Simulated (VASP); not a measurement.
The system is ScOs3.

```
Os Sc
1.0
     5.51515    0.00000    0.00000
    -2.75757    4.77626    0.00000
     0.00000    0.00000    4.50473
Os Sc
6 2
Direct
  0.83900 0.67800 0.25000
  0.16100 0.83900 0.75000
  0.32200 0.16100 0.25000
  0.16100 0.32200 0.75000
  0.83900 0.16100 0.25000
  0.67800 0.83900 0.75000
  0.33330 0.66670 0.25000
  0.66660 0.33330 0.75000
```

Base run:

```yaml
Program: VASP 6.6.1
Functional: PBE
Potentials_or_basis: VASP PAW PBE potentials, release 64 (Os, Sc_sv)
Cutoff: 520 eV
k_mesh: 4 × 4 × 4
Occupations: methfessel-paxton, width 0.0694 eV
Spin: collinear spin, zero start
Starting_moments: "[0.0, 0.0, 0.0, 0.0, 0.0, 0.0, 0.0, 0.0] μB"
Hubbard_terms: Sc d U = 2.0 eV
```

Its results: band gap on the k mesh zero (filled and empty bands overlap); pressure 16.3 GPa; net moment 0.00 μB per cell; largest force 0.988 eV/Å.

Problem. The run is repeated on the same cell with these changes: hubbard terms from Sc d U = 2.0 eV to none. What comes out?

Solution. Band gap on the k mesh zero (filled and empty bands overlap); pressure 12.5 GPa; net moment 0.00 μB per cell; largest force 1.103 eV/Å.

Caveats: the cell stands under pressure; spin-orbit coupling is left out, which moves the levels of the heavy elements; the U is typed as a test and isn't derived for this compound (at least some runs); forces of over 1 eV/Å act on the atoms, so gaps and moduli don't describe the material at rest (at least some runs).
